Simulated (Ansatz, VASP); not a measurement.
**Pd: VASP beside Ansatz**

```xyz
4
Lattice="2.8214 0.0000 0.0000 -1.4107 2.4434 0.0000 0.0000 0.0000 9.1787" Properties=species:S:1:pos:R:3 pbc="T T T"
Pd    0.0000    0.0000    0.0000
Pd    0.0000    1.6289    2.2947
Pd    0.0000    0.0000    4.5893
Pd    1.4107    0.8145    6.8840
```

Change from the starting cell: strain +0.0150 x Voigt [1, 1, 0, 0, 0, 0], atoms carried along.

Alike in both runs: task single point; functional PBE; k mesh 18 × 18 × 6; occupations gaussian, width 0.15 eV; no spin polarisation.

```csv
,VASP,Ansatz
version,VASP 6.6.1,Ansatz 0.2.0
potentials or method,"VASP PAW PBE potentials, release 64 (Pd), cutoff 520 eV","scalar-relativistic, plane waves, PAW"
valence electrons in the cell,40,72
```

|  | VASP | Ansatz | Ansatz less VASP |
| --- | --- | --- | --- |
| gap on the k mesh at the Fermi level (eV) | none | none | - |
| pressure (GPa) | -4.7 | -4.5 | +0.25 |
| traceless stress, the component that is largest in VASP (GPa) | 1.02 | 1.04 | +0.016 |

A gap of «none» marks a metal or a gap that the smearing closes. VASP's potentials hold 40 valence electrons a cell and Ansatz's 72, so a difference there can come from the potentials and not from the codes.
